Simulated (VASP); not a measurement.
# KF (I4/mmm) in VASP: a series of runs

Runs on KF. Level: r2SCAN. Tasks: single point.

Everything below comes from runs of VASP 6.6.1. Logs are shortened: lines on timing, memory, paths and dates and some standing lists are left out, and cuts for length are marked.

### 1 The cell of the first run

Symmetry: I4/mmm, No. 139, tetragonal system. Conventional cell: a = 3.592 Å, b = 3.592 Å, c = 5.347 Å, α = 90.00°, β = 90.00°, γ = 90.00°. K (site symmetry 4/mmm) has 6 F at 2.54 to 2.67 Å within 3.4 Å. F (site symmetry 4/mmm) has 6 K at 2.54 to 2.67 Å within 3.4 Å.

### 2 Single point, r2SCAN (strain -0.050 along x and y, +0.000 along z)

POSCAR

```
KF
1.0
    0.0000000000      2.5398250000      2.6735000000
    2.5398250000      0.0000000000      2.6735000000
    2.5398250000      2.5398250000      0.0000000000
K F
1 1
Direct
    0.0000000000      0.0000000000      0.0000000000
    0.5000000000      0.5000000000      0.5000000000
```

INCAR.step1

```
SYSTEM = KF
ALGO = Normal ; EDIFF = 1E-4
ENCUT = 520 ; GGA = PE
ISMEAR = 0 ; LASPH = .True.
LCHARG = .False. ; LREAL = .False.
LWAVE = .True. ; NBANDS = 15
NELM = 100 ; PREC = Accurate
SIGMA = 0.05
```

INCAR.step2

```
SYSTEM = KF
ALGO = Normal ; EDIFF = 1E-6
ENCUT = 520 ; ISIF = 2
ISMEAR = 0 ; ISTART = 1
LASPH = .True. ; LCHARG = .False.
LMIXTAU = .True. ; LREAL = .False.
LWAVE = .False. ; METAGGA = R2SCAN
NBANDS = 15 ; NELM = 100
PREC = Accurate ; SIGMA = 0.05
```

KPOINTS

```
k-points
0
Gamma
  8 8 8
  0 0 0
```

Potentials or basis: VASP PAW PBE potentials, release 64 (K_sv, F).

Command:

```
cat potpaw_PBE.64/K_sv/POTCAR potpaw_PBE.64/F/POTCAR > POTCAR
cp INCAR.step1 INCAR
mpirun -np 1 vasp_std > vasp.out
cp INCAR.step2 INCAR
mpirun -np 1 vasp_std > vasp.out
```

OUTCAR:

```text
SYSTEM = KF
   EDIFF = 1E-6
   ENCUT = 520
   ISIF = 2
   ISMEAR = 0
   ISTART = 1
   LASPH = .True.
   LREAL = .False.
   METAGGA = R2SCAN
   NELM = 100
   PREC = Accurate

 ion  position               nearest neighbor table
   1  0.000  0.000  0.000-   2 2.54   2 2.54   2 2.54   2 2.54   2 2.67   2 2.67
   2  0.500  0.500  0.500-   1 2.54   1 2.54   1 2.54   1 2.54   1 2.67   1 2.67

  LATTYP: Found a body centered tetragonal cell.
 ALAT       =     3.5918549611
 C/A-ratio  =     1.4886458551

  Lattice vectors:

 A1 = (  -2.5398250000,   0.0000000000,   2.6735000000)
 A2 = (   2.5398250000,   0.0000000000,   2.6735000000)
 A3 = (   0.0000000000,   2.5398250000,  -2.6735000000)

Analysis of symmetry for initial positions (statically):
=====================================================================
 Subroutine PRICEL returns:
 Original cell was already a primitive cell.

 Routine SETGRP: Setting up the symmetry group for a
 body centered tetragonal supercell.

 Subroutine GETGRP returns: Found 16 space group operations
 (whereof 16 operations were pure point group operations)
 out of a pool of 16 trial point group operations.

The static configuration has the point symmetry D_4h.

Analysis of symmetry for dynamics (positions and initial velocities):
=====================================================================
 Subroutine PRICEL returns:
 Original cell was already a primitive cell.

 Routine SETGRP: Setting up the symmetry group for a
 body centered tetragonal supercell.

 Subroutine GETGRP returns: Found 16 space group operations
 (whereof 16 operations were pure point group operations)
 out of a pool of 16 trial point group operations.

The dynamic configuration has the point symmetry D_4h.

 Subroutine INISYM returns: Found 16 space group operations
 (whereof 16 operations are pure point group operations),
 and found     1 'primitive' translations

----------------------------------------------------------------------------------------

                                     Primitive cell

  volume of cell :      34.4920

  direct lattice vectors                    reciprocal lattice vectors
     0.000000000  2.539825000  2.673500000    -0.196863957  0.196863957  0.187020759
     2.539825000  0.000000000  2.673500000     0.196863957 -0.196863957  0.187020759
     2.539825000  2.539825000  0.000000000     0.196863957  0.196863957 -0.187020759

  length of vectors
     3.687589088  3.687589088  3.591854961     0.335391711  0.335391711  0.335391711

  position of ions in fractional coordinates (direct lattice)
     0.000000000  0.000000000  0.000000000
     0.500000000  0.500000000  0.500000000

  ion indices of the primitive-cell ions
   primitive index   ion index
                 1           1
                 2           2

----------------------------------------------------------------------------------------

 KPOINTS: k-points

Automatic generation of k-mesh.
 Grid dimensions read from file:
 generate k-points for:    8    8    8

 Generating k-lattice:

  Cartesian coordinates                     Fractional coordinates (reciprocal lattice)
    -0.024607995  0.024607995  0.023377595     0.125000000  0.000000000  0.000000000
     0.024607995 -0.024607995  0.023377595     0.000000000  0.125000000  0.000000000
     0.024607995  0.024607995 -0.023377595     0.000000000  0.000000000  0.125000000

  Length of vectors
     0.041923964  0.041923964  0.041923964

  Shift w.r.t. Gamma in fractional coordinates (k-lattice)
     0.000000000  0.000000000  0.000000000

 Subroutine IBZKPT returns following result:
 ===========================================

 Found     59 irreducible k-points:

 Following reciprocal coordinates:
            Coordinates               Weight
  0.000000  0.000000  0.000000      1.000000
  0.125000  0.000000  0.000000      8.000000
  0.250000  0.000000  0.000000      8.000000
  0.375000  0.000000  0.000000      8.000000
  0.500000  0.000000  0.000000      4.000000
  0.125000  0.125000  0.000000      2.000000
[... 16 lines left out ...]
  0.250000  0.000000  0.125000     16.000000
  0.375000  0.000000  0.125000     16.000000
 [... further k-points ...]
   k-points           NKPTS =     59   k-points in BZ     NKDIM =     59   number of bands    NBANDS=     15
   number of dos      NEDOS =    301   number of ions     NIONS =      2
   total plane-waves  NPLWV =  21952
   dimension x,y,z NGX =    28 NGY =   28 NGZ =   28
   dimension x,y,z NGXF=    56 NGYF=   56 NGZF=   56
   ions per type =               1   1
   NGX,Y,Z   is equivalent  to a cutoff of  12.62, 12.62, 12.96 a.u.
   NGXF,Y,Z  is equivalent  to a cutoff of  25.25, 25.25, 25.92 a.u.
 SYSTEM =  KF
   PREC   = accura    normal or accurate (medium, high low for compatibility)
   ISTART =      1    job   : 0-new  1-cont  2-samecut
   ICHARG =      0    charge: 1-file 2-atom 10-const
   ISPIN  =      1    spin polarized calculation?
   LNONCOLLINEAR =      F non collinear calculations
   LSORBIT =      F    spin-orbit coupling
   LASPH  =      T    aspherical Exc in radial PAW
   ENCUT  =  520.0 eV  38.22 Ry    6.18 a.u.   6.86  6.86  6.68*2*pi/ulx,y,z
   NELM   =    100;   NELMIN=  2; NELMDL=  0     # of ELM steps
   EDIFF  = 0.1E-05   stopping-criterion for ELM
   LREAL  =      F    real-space projection
   EDIFFG = 0.1E-04   stopping-criterion for IOM
   NSW    =      0    number of steps for IOM
   IBRION =     -1    ionic relax: 0-MD 1-quasi-New 2-CG
   NFREE  =      0    steps in history (QN), initial steepest desc. (CG)
   ISIF   =      2    stress and relaxation
   ISYM   =      2    0-nonsym 1-usesym 2-fastsym
   POTIM  = 0.5000    time-step for ionic-motion
   TEBEG  =    0.0;   TEEND  =   0.0 temperature during run
   PSTRESS=    0.0 pullay stress
   NELECT =      16.0000    total number of electrons
   NUPDOWN=      -1.0000    fix difference up-down
   EMIN   =  10.00;   EMAX   =-10.00  energy-range for DOS
   EFERMI =   0.00;   METHOD = LEGACY
   ISMEAR =     0;   SIGMA  =   0.05  broadening in eV -4-tet -1-fermi 0-gaus
   EFERMI_NEDOS =   21; number of points for ismear=-14 and -15
   IALGO  =     38    algorithm
   IMIX   =      4    mixing-type and parameters
     AMIX     =   0.40;   BMIX     =  1.00
     AMIX_MAG =   1.60;   BMIX_MAG =  1.00
  volume/ion in A,a.u.               =      17.25       116.38
  Fermi-wavevector in a.u.,A,eV,Ry     =   1.267289  2.394828 21.851238  1.606021
  Thomas-Fermi vector in A             =   2.400445
   LORBIT       =      0    0 simple, 1 ext, 2 COOP (PROOUT), +10 PAW based schemes
   METAGGA = R2SCAN    functional components
   LHFCALC =     F    Hartree Fock is set to
   AEXX    =    0.0000 exact exchange contribution
   IVDW    =     0    specifies the selected vdW correction
   LEPSILON=     F    determine dielectric tensor
   LRPA    =     F    only Hartree local field effects (RPA)
 non-spin polarized calculation
 Gauss-broadening in eV      SIGMA  =   0.05
  energy-cutoff  :      520.00
  volume of cell :       34.49
 maximum number of plane-waves:       950
   NGX = 13   NGY = 13   NGZ = 13

 number of electron      16.0000000 magnetization

 Free energy of the ion-electron system (eV)
  ---------------------------------------------------
  ext. energy  EPLUGINS =         0.00000000
  ---------------------------------------------------
  free energy    TOTEN  =       -14.91644265 eV

  energy without entropy =      -14.91644265  energy(sigma->0) =      -14.91644265

 E-fermi :  -2.7847     XC(G=0):  -9.4109

 val. band max:       -3.0245447604   @ k =   0.0000   0.0000   0.0000
 cond. band min:       4.3152437067   @ k =   0.0000   0.0000   0.0000
 fundamental gap:      7.3397884671
 Fermi energy:        -2.7846812628

 k-point     1 :       0.0000    0.0000    0.0000
  band No.  band energies     occupation
      1     -29.9173      2.00000
      2     -22.9048      2.00000
      3     -12.3227      2.00000
      4     -12.3109      2.00000
      5     -12.3109      2.00000
      6      -3.1319      2.00000
      7      -3.0245      2.00000
      8      -3.0245      2.00000
      9       4.3152      0.00000
     10       8.4491      0.00000
     11       8.7815      0.00000
     12       8.7815      0.00000
     13      10.4230      0.00000
     14      10.9510      0.00000
     15      14.8430      0.00000

 k-point     2 :       0.1250    0.0000    0.0000
  band No.  band energies     occupation
      1     -29.8950      2.00000
      2     -22.9281      2.00000
      3     -12.3663      2.00000
      4     -12.3262      2.00000
      5     -12.3111      2.00000
      6      -3.2345      2.00000
      7      -3.1371      2.00000
      8      -3.0974      2.00000
      9       4.7842      0.00000
     10       8.3439      0.00000
     11       8.8286      0.00000
     12       9.0159      0.00000
     13      10.6084      0.00000
     14      11.1299      0.00000
     15      15.7399      0.00000

 k-point     3 :       0.2500    0.0000    0.0000
  band No.  band energies     occupation
      1     -29.8403      2.00000
      2     -22.9846      2.00000
      3     -12.4836      2.00000
      4     -12.3499      2.00000
      5     -12.3113      2.00000
      6      -3.5467      2.00000
      7      -3.2993      2.00000
      8      -3.2692      2.00000
      9       5.9227      0.00000
     10       8.0102      0.00000
     11       9.4120      0.00000
     12       9.6199      0.00000
     13      11.1754      0.00000
     14      11.6422      0.00000
     15      17.1907      0.00000
[... 343 lines left out ...]
 k-point    23 :       0.2500    0.0000    0.1250
  band No.  band energies     occupation
      1     -29.8417      2.00000
      2     -22.9768      2.00000
      3     -12.4543      2.00000
      4     -12.4009      2.00000
      5     -12.3308      2.00000
      6      -3.5746      2.00000
      7      -3.2343      2.00000
      8      -3.1356      2.00000
      9       5.7703      0.00000
     10       7.5713      0.00000
     11       9.5829      0.00000
     12       9.7857      0.00000
     13      11.0954      0.00000
     14      11.5076      0.00000
     15      17.4337      0.00000

 k-point    24 :       0.3750    0.0000    0.1250
  band No.  band energies     occupation
      1     -29.7875      2.00000
      2     -23.0245      2.00000
      3     -12.5845      2.00000
      4     -12.4222      2.00000
      5     -12.3714      2.00000
      6      -3.7328      2.00000
      7      -3.3867      2.00000
      8      -3.3038      2.00000
      9       6.8091      0.00000
     10       7.6648      0.00000
     11      10.1365      0.00000
     12      10.3339      0.00000
     13      11.9834      0.00000
     14      12.1527      0.00000
     15      16.7192      0.00000

 [... further k-points ...]
[... 5 lines left out ...]
  --------------------------------------------------------------------------------------
  -------------------------------------------------------------------------------------
  Total        1.2411735      1.2411735      0.1976245      0.0000000      0.0000000      0.0000000
  in kB       57.6534518     57.6534518      9.1798066      0.0000000      0.0000000      0.0000000
  external PRESSURE =      41.4955701 kB  Pullay stress =       0.0000000 kB

 VOLUME and BASIS-vectors are now :
 -----------------------------------------------------------------------------
  energy-cutoff  :      520.00
  volume of cell :       34.49
      direct lattice vectors                 reciprocal lattice vectors
     0.000000000  2.539825000  2.673500000    -0.196863957  0.196863957  0.187020759
     2.539825000  0.000000000  2.673500000     0.196863957 -0.196863957  0.187020759
     2.539825000  2.539825000  0.000000000     0.196863957  0.196863957 -0.187020759

 POSITION                                       TOTAL-FORCE (eV/Angst)
 -----------------------------------------------------------------------------------
      0.00000      0.00000      0.00000        -0.000000      0.000000      0.000000
      2.53982      2.53982      2.67350         0.000000     -0.000000      0.000000
 -----------------------------------------------------------------------------------
    total drift:                                0.000000      0.000000      0.000000

  FREE ENERGIE OF THE ION-ELECTRON SYSTEM (eV)
  ---------------------------------------------------
  free  energy   TOTEN  =       -14.9164426519 eV

  energy  without entropy=      -14.9164426519  energy(sigma->0) =      -14.91644265
```

Wall time 62 s (1 thread of Intel Xeon 6975P-C (Granite Rapids), shared host); peak memory 0.17 GiB.

Results:

```
Free energy            : -14.9164 eV
Pressure               : 4.1 GPa
Band gap on the k mesh : 7.34 eV, direct
```

Caveat: the cell differs from its parent crystal (strain -0.050 along x and y, +0.000 along z); the PAW data sets were made with another functional, which shifts forces and pressure a little.

### 3 Single point, r2SCAN (strain -0.025 along x and y, -0.050 along z)

POSCAR

```
KF
1.0
    0.0000000000      2.6066625000      2.5398250000
    2.6066625000      0.0000000000      2.5398250000
    2.6066625000      2.6066625000      0.0000000000
K F
1 1
Direct
    0.0000000000      0.0000000000      0.0000000000
    0.5000000000      0.5000000000      0.5000000000
```

INCAR.step1 is that of step 2.

INCAR.step2, as its differences from that of step 2:

```diff
@@ -1,3 +1,3 @@
 SYSTEM = KF
-ALGO = Normal ; EDIFF = 1E-6
+ALGO = Normal ; EDIFF = 1E-7
 ENCUT = 520 ; ISIF = 2
```

KPOINTS is that of step 2.

Potentials or basis: VASP PAW PBE potentials, release 64 (K_sv, F).

Command:

```
cat potpaw_PBE.64/K_sv/POTCAR potpaw_PBE.64/F/POTCAR > POTCAR
cp INCAR.step1 INCAR
mpirun -np 1 vasp_std > vasp.out
cp INCAR.step2 INCAR
mpirun -np 1 vasp_std > vasp.out
```

Wall time 69 s (1 thread of Intel Xeon 6975P-C (Granite Rapids), shared host); peak memory 0.17 GiB.

Results (log left out):

- Free energy: -14.9302 eV
- Pressure: 3.9 GPa
- Band gap on the k mesh: 7.35 eV, direct

Stress tensor (GPa, compression positive):
```
2.95 0.00 0.00
0.00 2.95 0.00
0.00 0.00 5.71
```

Levels at points of the mesh, in eV from the valence-band top:
```
           k point  band 5  band 6  band 7  band 8  band 9  band 10  band 11  band 12
(0.00, 0.00, 0.00)   -9.30   -0.06   -0.06    0.00    7.35    11.62    11.62    11.79
(0.50, 0.00, 0.00)   -9.32   -0.92   -0.48   -0.47   10.05    11.99    13.28    13.45
(0.50, 0.50, 0.00)   -9.61   -0.12   -0.09   -0.09    8.71    11.77    13.39    15.12
(0.50, 0.00, 0.50)   -9.55   -0.21   -0.09   -0.02    8.83    11.76    13.16    15.13
```

Caveat: the cell differs from its parent crystal (strain -0.025 along x and y, -0.050 along z); the PAW data sets were made with another functional, which shifts forces and pressure a little.

### 4 Single point, r2SCAN (strain -0.025 along x and y, +0.000 along z)

POSCAR

```
KF
1.0
    0.0000000000      2.6066625000      2.6735000000
    2.6066625000      0.0000000000      2.6735000000
    2.6066625000      2.6066625000      0.0000000000
K F
1 1
Direct
    0.0000000000      0.0000000000      0.0000000000
    0.5000000000      0.5000000000      0.5000000000
```

INCAR.step1

```
PREC = Accurate
ENCUT = 520
ISMEAR = 0
SIGMA = 0.05
LREAL = F
LASPH = T
NELM = 80
NBANDS = 15
GGA = PE
ALGO = Normal
EDIFF = 1E-4
LWAVE = T
LCHARG = F
```

INCAR.step2

```
PREC = Accurate
ENCUT = 520
EDIFF = 1E-6
ISMEAR = 0
SIGMA = 0.05
LREAL = F
LASPH = T
NELM = 80
ALGO = Normal
ISIF = 2
LWAVE = F
LCHARG = F
METAGGA = R2SCAN
LMIXTAU = T
NBANDS = 15
ISTART = 1
```

KPOINTS

```
Automatic mesh
0
Gamma
  8 8 8
```

Command:

```
cat potpaw_PBE.64/K_sv/POTCAR potpaw_PBE.64/F/POTCAR > POTCAR
cp INCAR.step1 INCAR
mpirun -np 1 vasp_std > vasp.out
cp INCAR.step2 INCAR
mpirun -np 1 vasp_std > vasp.out
```

Wall time 64 s (1 thread of Intel Xeon 6975P-C (Granite Rapids), shared host); peak memory 0.17 GiB.

The run converged. Its results:

| Quantity | Value |
| --- | --- |
| Free energy | -14.9626 eV |
| Pressure | 1.4 GPa |
| Band gap on the k mesh | 7.08 eV, direct |

Stress tensor (GPa, compression positive):
```
2.01 0.00 0.00
0.00 2.01 0.00
0.00 0.00 0.12
```

Levels at points of the mesh, in eV from the valence-band top:
| k point | band 5 | band 6 | band 7 | band 8 | band 9 | band 10 | band 11 | band 12 |
| --- | --- | --- | --- | --- | --- | --- | --- | --- |
| (0.00, 0.00, 0.00) | -9.45 | -0.05 | 0.00 | 0.00 | 7.08 | 11.47 | 11.62 | 11.62 |
| (0.50, 0.00, 0.00) | -9.47 | -0.83 | -0.40 | -0.39 | 9.87 | 11.61 | 13.07 | 13.22 |
| (0.50, 0.50, 0.00) | -9.67 | -0.24 | -0.04 | -0.04 | 8.85 | 11.49 | 12.66 | 14.89 |
| (0.50, 0.00, 0.50) | -9.69 | -0.17 | -0.09 | -0.04 | 8.75 | 11.49 | 12.89 | 14.87 |

Caveat: the cell differs from its parent crystal (strain -0.025 along x and y, +0.000 along z); the PAW data sets were made with another functional, which shifts forces and pressure a little. A k mesh can miss the band edges.

### 5 Single point, r2SCAN (strain +0.000 along x and y, -0.025 along z)

POSCAR

```
KF
1.0
    0.0000000000      2.6735000000      2.6066625000
    2.6735000000      0.0000000000      2.6066625000
    2.6735000000      2.6735000000      0.0000000000
K F
1 1
Direct
    0.0000000000      0.0000000000      0.0000000000
    0.5000000000      0.5000000000      0.5000000000
```

INCAR.step1

```
  ALGO = Normal
  EDIFF = 1E-4
  ENCUT = 520
  GGA = PE
  ISMEAR = 0
  LASPH = True
  LCHARG = False
  LREAL = False
  LWAVE = True
  NBANDS = 15
  NELM = 100
  PREC = Accurate
  SIGMA = 0.05
```

INCAR.step2

```
  ALGO = Normal
  EDIFF = 1E-6
  ENCUT = 520
  ISIF = 2
  ISMEAR = 0
  ISTART = 1
  LASPH = True
  LCHARG = False
  LMIXTAU = True
  LREAL = False
  LWAVE = False
  METAGGA = R2SCAN
  NBANDS = 15
  NELM = 100
  PREC = Accurate
  SIGMA = 0.05
```

KPOINTS

```
k-points
0
Gamma
  8 8 8
```

Command:

```
cat potpaw_PBE.64/K_sv/POTCAR potpaw_PBE.64/F/POTCAR > POTCAR
cp INCAR.step1 INCAR
mpirun -np 1 vasp_std > vasp.out
cp INCAR.step2 INCAR
mpirun -np 1 vasp_std > vasp.out
```

Run time: 63 s. Hardware: 1 thread of Intel Xeon 6975P-C (Granite Rapids), shared host; peak memory 0.18 GiB.

It converged, with:

| Property | Result |
| --- | --- |
| Free energy | -14.9687 eV |
| Pressure | 0.4 GPa |
| Band gap on the k mesh | 6.92 eV, direct |

Stress tensor (GPa, compression positive):
```
-0.24  0.00  0.00
 0.00 -0.24  0.00
 0.00  0.00  1.57
```

Levels at points of the mesh, in eV from the valence-band top:
```tsv
k point	band 4	band 5	band 6	band 7	band 8	band 9	band 10	band 11	band 12	band 13
(0.00, 0.00, 0.00)	-9.56	-9.55	-0.05	-0.05	0.00	6.92	11.44	11.44	11.59	13.25
(0.50, 0.00, 0.00)	-9.61	-9.57	-0.82	-0.39	-0.38	9.74	11.39	12.93	13.09	15.39
(0.50, 0.50, 0.00)	-9.80	-9.80	-0.17	-0.10	-0.10	8.68	11.34	12.74	14.71	15.25
(0.50, 0.00, 0.50)	-9.78	-9.76	-0.25	-0.09	-0.04	8.79	11.32	12.51	14.73	15.14
```

Caveat: the cell differs from its parent crystal (strain +0.000 along x and y, -0.025 along z); the PAW data sets were made with another functional, which shifts forces and pressure a little. A k mesh can miss the band edges.

### 6 Summary

```csv
cell,gap on the mesh (eV),pressure (GPa)
"a = 3.688, b = 3.688, c = 3.592 Å, angles 60.9, 60.9, 58.3°, 2 atoms",7.34,4.1
"a = 3.639, b = 3.639, c = 3.686 Å, angles 59.6, 59.6, 60.9°, 2 atoms",7.35,3.9
"a = 3.734, b = 3.734, c = 3.686 Å, angles 60.4, 60.4, 59.2°, 2 atoms",7.08,1.4
"a = 3.734, b = 3.734, c = 3.781 Å, angles 59.6, 59.6, 60.8°, 2 atoms",6.92,0.4
```

Alike in all rows: task single point; level r2SCAN; potentials or basis VASP PAW PBE potentials, release 64 (K_sv, F); no spin polarisation; k mesh 8 × 8 × 8; cutoff (eV) 520; smearing gaussian 0.05 eV.

Caveats: the PAW data sets were made with another functional, which shifts forces and pressure a little.

Absolute energies hang on the potentials; compare differences alone.
